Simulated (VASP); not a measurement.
A run of VASP 6.6.1:

File INCAR:

```
ALGO = Normal
EDIFF = 1E-6
ENCUT = 520
GGA = CA
ISIF = 2
ISMEAR = -1
LASPH = True
LCHARG = False
LREAL = False
LWAVE = False
NBANDS = 13
NELM = 60
PREC = Accurate
SIGMA = 0.05
```

Contents of KPOINTS:

```
k-points
0
Gamma
  11 11 10
```

The input POSCAR:

```
Ge
1.0
    1.4064019120     -2.6177384622      0.0000000000
    1.4064019120      2.6177384622      0.0000000000
    0.0000000000      0.0000000000      2.7161006002
Ge
1
Direct
    0.5000000000      0.5000000000      0.0000000000
```

Potentials or basis: VASP PAW LDA potentials, release 64 (Ge_d).

Launch:

```console
$ cat potpaw_LDA.64/Ge_d/POTCAR > POTCAR
$ mpirun -np 1 vasp_std > vasp.out
```

Hardware: 1 thread of Intel(R) Xeon(R) 6975P-C (Granite Rapids) (shared host).

**Question.** How long does it take, and how much memory?

**Answer.** Run time: 14 s on 1 thread of Intel(R) Xeon(R) 6975P-C (Granite Rapids) (shared host), peak memory 0.16 GiB. Counts: scf iterations 10, k points 216.
